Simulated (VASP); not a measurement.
Here is a VASP 6.6.1 calculation.

Contents of INCAR:

```
PREC = Accurate ; ENCUT = 520
EDIFF = 1E-7 ; ISMEAR = 1
SIGMA = 0.15 ; LREAL = False
LASPH = True ; NELM = 60
ALGO = Normal ; ISIF = 2
LWAVE = False ; LCHARG = False
NBANDS = 8
```

Contents of KPOINTS:

```
Automatic mesh
0
Gamma
  13 13 13
```

POSCAR

```
Al
1.0
   -1.5912186900      1.5912186900      1.5912186900
    1.5912186900     -1.5912186900      1.5912186900
    1.5912186900      1.5912186900     -1.5912186900
Al
1
Direct
    0.0000000000      0.0000000000      0.0000000000
```

Potentials or basis: VASP PAW LDA potentials, release 64 (Al).

Launch:

```console
$ cat potpaw_LDA.64/Al/POTCAR > POTCAR
$ mpirun -np 1 vasp_std > vasp.out
```

(1) Predict the pressure.

## Answers

(1) 0.1 GPa.
